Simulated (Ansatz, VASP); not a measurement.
GaN: VASP beside Ansatz

File POSCAR:

```
GaN
1.0
    0.0000000000      2.2490504517      2.2490504517
    2.2490504517      0.0000000000      2.2490504517
    2.2490504517      2.2490504517      0.0000000000
Ga N
1 1
Direct
    0.0000000000      0.0000000000      0.0000000000
    0.7500000000      0.7500000000      0.7500000000
```

The input INCAR.step1:

```
SYSTEM = GaN
ALGO = Normal
EDIFF = 1E-4
ENCUT = 600
GGA = PE
ISMEAR = 0
LASPH = .TRUE.
LCHARG = .FALSE.
LREAL = .FALSE.
LWAVE = .TRUE.
NELM = 80
PREC = Accurate
SIGMA = 0.02
```

File INCAR.step2:

```
SYSTEM = GaN
ALGO = Normal
EDIFF = 1E-6
EDIFFG = -0.01
ENCUT = 600
IBRION = 2
ISIF = 3
ISMEAR = 0
ISTART = 1
LASPH = .TRUE.
LCHARG = .FALSE.
LMIXTAU = .TRUE.
LREAL = .FALSE.
LWAVE = .FALSE.
METAGGA = R2SCAN
NELM = 80
NSW = 100
PREC = Accurate
SIGMA = 0.02
```

File KPOINTS:

```
k-points
0
G
  10 10 10
  0 0 0
```

Input for Ansatz:

```yaml
crystal:
  lattice:
    - [0.0, 2.2490504517, 2.2490504517]
    - [2.2490504517, 0.0, 2.2490504517]
    - [2.2490504517, 2.2490504517, 0.0]
  atoms:
    - { symbol: Ga, position: [0.0, 0.0, 0.0] }
    - { symbol: "N", position: [0.75, 0.75, 0.75] }
basis:
  ecutwfc: 500
kpoints:
  mp_grid: { grid: [10, 10, 10] }
hamiltonian:
  xc: r2scan
scf:
  occupations: { method: gaussian, width: 0.02 }
output:
  forces: true
  stress: true
  eigenvalues: true
  write_density: true
  write_potential: true
  elf: true
  volumetric_format: npy
relax:
  adjacent_minimum: "off"
  f_tol: 0.01
  max_steps: 80
  cell: { stress_tol: 0.05 }
```

Alike in both runs: task relaxation of cell and atoms; functional r2SCAN; k mesh 10 × 10 × 10; occupations gaussian, width 0.02 eV; no spin polarisation.

|  | VASP | Ansatz |
| --- | --- | --- |
| version | VASP 6.6.1 | Ansatz 0.2.0 |
| potentials or method | VASP PAW PBE potentials, release 64 (Ga_d, N), cutoff 600 eV | scalar-relativistic, plane waves, PAW |
| valence electrons in the cell | 18 | 18 |

```tsv
	VASP	Ansatz	Ansatz less VASP
gap on the k mesh at the Fermi level, each at its own relaxed structure (eV)	2.12	2.17	+0.049
relaxed volume (Å³/atom)	11.44	11.38	-0.069
relaxed cell length with the largest relative difference (Å)	3.187	3.181	-0.0064
```

VASP's potentials were made for PBE, not for r2SCAN.
